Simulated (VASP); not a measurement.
# MgS: single point with PBE

The system is MgS.

```xyz
2
Lattice="0.0000 2.5041 2.6016 2.6992 0.0000 2.6016 2.6992 2.5041 0.0000" Properties=species:S:1:pos:R:3 pbc="T T T"
Mg    0.0000    0.0000    0.0000
S     2.6992    2.5041    2.6016
```

This cell differs from its parent crystal: strain +0.0375 x Voigt [1, -1, 0, 0, 0, 0].

- Program: VASP 6.6.1
- Task: single point
- Functional: PBE
- Potentials or basis: VASP PAW PBE potentials, release 64 (Mg, S)
- Cutoff: 520 eV
- k mesh: 8 × 8 × 8
- Occupations: gaussian, width 0.05 eV
- Spin: no spin polarisation

```yaml
Pressure: 1.7 GPa
Band_gap_on_the_k_mesh: 2.50 eV, indirect (least direct gap 3.58 eV)
```

Stress tensor (GPa, compression positive):
```
-2.16  0.00  0.00
 0.00  5.97  0.00
 0.00  0.00  1.16
```

Levels at points of the mesh, in eV from the valence-band top:
| k point | band 1 | band 2 | band 3 | band 4 | band 5 | band 6 | band 7 | band 8 |
| --- | --- | --- | --- | --- | --- | --- | --- | --- |
| (0.00, 0.00, 0.00) | -12.82 | -0.32 | -0.12 | 0.00 | 3.58 | 7.45 | 7.84 | 8.23 |
| (0.50, 0.00, 0.00) | -11.51 | -4.98 | -0.83 | -0.65 | 4.36 | 6.48 | 7.19 | 10.01 |
| (0.50, 0.50, 0.00) | -11.14 | -4.35 | -2.13 | -1.49 | 2.67 | 4.29 | 11.85 | 12.25 |
| (0.50, 0.00, 0.50) | -11.01 | -4.29 | -2.15 | -1.83 | 2.50 | 4.13 | 12.25 | 12.53 |
| (0.00, 0.50, 0.50) | -11.29 | -4.37 | -1.82 | -1.49 | 2.88 | 4.39 | 11.47 | 12.58 |

Run time: 37 s on 1 thread of Intel(R) Xeon(R) Platinum 8259CL CPU @ 2.50GHz (Skylake/Cascade Lake) (shared host), peak memory 0.18 GiB.

Caveat: the cell differs from its parent crystal (strain +0.0375 x Voigt [1, -1, 0, 0, 0, 0]). A k mesh can miss the band edges.
